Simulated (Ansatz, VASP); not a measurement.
# One calculation of Sn3Se, two programs

INCAR

```
  ALGO = Normal
  EDIFF = 1E-7
  EDIFFG = -0.005
  ENCUT = 600
  GGA = PS
  IBRION = 2
  ISIF = 3
  ISMEAR = 0
  LASPH = T
  LCHARG = F
  LREAL = F
  LWAVE = F
  NELM = 100
  NSW = 100
  PREC = Accurate
  SIGMA = 0.1
```

Contents of KPOINTS:

```
k-points
0
Gamma
  10 10 10
```

The input POSCAR:

```
Sn3Se
1.0
    4.7418790000      0.0000000000      0.0000000000
    0.0000000000      4.7418790000      0.0000000000
    0.0000000000      0.0000000000      4.7418790000
Sn Se
3 1
Direct
    0.0000000000      0.5000000000      0.5000000000
    0.5000000000      0.0000000000      0.5000000000
    0.5000000000      0.5000000000      0.0000000000
    0.0000000000      0.0000000000      0.0000000000
```

Input for Ansatz:

```yaml
crystal:
  lattice:
    - [4.741879, 0.0, 0.0]
    - [0.0, 4.741879, 0.0]
    - [0.0, 0.0, 4.741879]
  atoms:
    - { symbol: Sn, position: [0.0, 0.5, 0.5] }
    - { symbol: Sn, position: [0.5, 0.0, 0.5] }
    - { symbol: Sn, position: [0.5, 0.5, 0.0] }
    - { symbol: Se, position: [0.0, 0.0, 0.0] }
basis:
  ecutwfc: 420
kpoints:
  mp_grid: { grid: [10, 10, 10] }
hamiltonian:
  xc: pbesol
scf:
  occupations: { method: gaussian, width: 0.1 }
output:
  forces: true
  stress: true
  eigenvalues: true
relax:
  adjacent_minimum: "off"
  f_tol: 0.005
  max_steps: 80
  cell: { stress_tol: 0.05 }
```

Alike in both runs: task relaxation of cell and atoms; functional PBEsol; k mesh 10 × 10 × 10; occupations gaussian, width 0.1 eV; no spin polarisation.

```csv
,VASP,Ansatz
version,VASP 6.6.1,Ansatz 0.2.0
potentials or method,"VASP PAW PBE potentials, release 64 (Sn_d, Se), cutoff 600 eV","scalar-relativistic, plane waves, PAW"
valence electrons in the cell,48,58
```

```tsv
	VASP	Ansatz	Ansatz less VASP
gap on the k mesh at the Fermi level, each at its own relaxed structure (eV)	none	none	-
relaxed volume (Å³/atom)	25.30	25.29	-0.010
relaxed cell length with the largest relative difference (Å)	4.660	4.660	-0.0006
```

VASP's potentials were made for PBE, not for PBEsol. A gap of «none» marks a metal or a gap that the smearing closes. VASP's potentials hold 48 valence electrons a cell and Ansatz's 58, so a difference there can come from the potentials and not from the codes.
